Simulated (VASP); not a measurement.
**SrTiO3 (ke600): relaxation of cell and atoms with LDA**

Crystal: SrTiO3 (ke600).

```xyz
5
Lattice="3.8544 0.0000 0.0000 0.0000 3.8544 0.0000 0.0000 0.0000 3.8544" Properties=species:S:1:pos:R:3 pbc="T T T"
Sr    0.0000    0.0000    0.0000
Ti    1.9272    1.9272    1.9272
O     1.9272    0.0000    1.9272
O     1.9272    1.9272    0.0000
O     0.0000    1.9272    1.9272
```

- Program: VASP 6.6.1
- Task: relaxation of cell and atoms
- Functional: LDA
- Potentials or basis: VASP PAW LDA potentials, release 64 (Sr_sv, Ti_sv, O)
- Cutoff: 600 eV
- k mesh: 8 × 8 × 8
- Occupations: gaussian, width 0.02 eV
- Spin: no spin polarisation
- Dipole correction: no
- Further INCAR settings: ALGO = Normal; EDIFF = 1e-06; IBRION = 2; EDIFFG = -0.002; NSW = 100; ISIF = 3

```json
{"Relaxed volume": "11.50 Å³/atom", "Relaxed cell": "a = 3.860 Å, b = 3.860 Å, c = 3.860 Å, α = 90.00°, β = 90.00°, γ = 90.00°", "Space group after relaxing (to 0.05 Å)": "Pm-3m (No. 221)", "Energy gained by relaxing": "0.1 meV/atom", "Ionic steps": "3", "Pressure after relaxing": "0.0 GPa", "Band gap on the k mesh": "1.81 eV, indirect (least direct gap 2.15 eV)"}
```

The path:
```tsv
step	energy change (eV)	largest force (eV/Å)	pressure (GPa)	volume (Å³)
1	0.0000	0.0000	0.81	57.26
2	0.0000	0.0000	-0.81	57.74
3	-0.0006	0.0000	-0.02	57.51
```

Final structure:
```
Sr Ti O
1.0
     3.85998    0.00000    0.00000
     0.00000    3.85998    0.00000
     0.00000    0.00000    3.85998
Sr Ti O
1 1 3
Direct
  0.00000 0.00000 0.00000
  0.50000 0.50000 0.50000
  0.50000 0.00000 0.50000
  0.50000 0.50000 0.00000
  0.00000 0.50000 0.50000
```

Levels at points of the mesh, in eV from the valence-band top:
```tsv
k point	band 16	band 17	band 18	band 19	band 20	band 21	band 22	band 23	band 24
(0.00, 0.00, 0.00)	-1.25	-1.25	-0.34	-0.34	-0.34	1.81	1.81	1.81	4.57
(0.50, 0.00, 0.00)	-2.49	-2.49	-2.16	-0.73	-0.73	2.01	3.92	3.92	4.62
(0.50, 0.50, 0.00)	-3.06	-1.71	-1.62	-1.62	-0.10	3.93	3.93	4.39	5.64
(0.50, 0.50, 0.50)	-3.88	-3.88	0.00	0.00	0.00	4.65	4.65	4.65	6.98
```

Wall time 41 s on 1 thread of Intel(R) Xeon(R) 6975P-C (Granite Rapids) (shared host), peak memory 0.19 GiB.

A k mesh can miss the band edges. As with any semilocal functional, this LDA gap is likely too small.
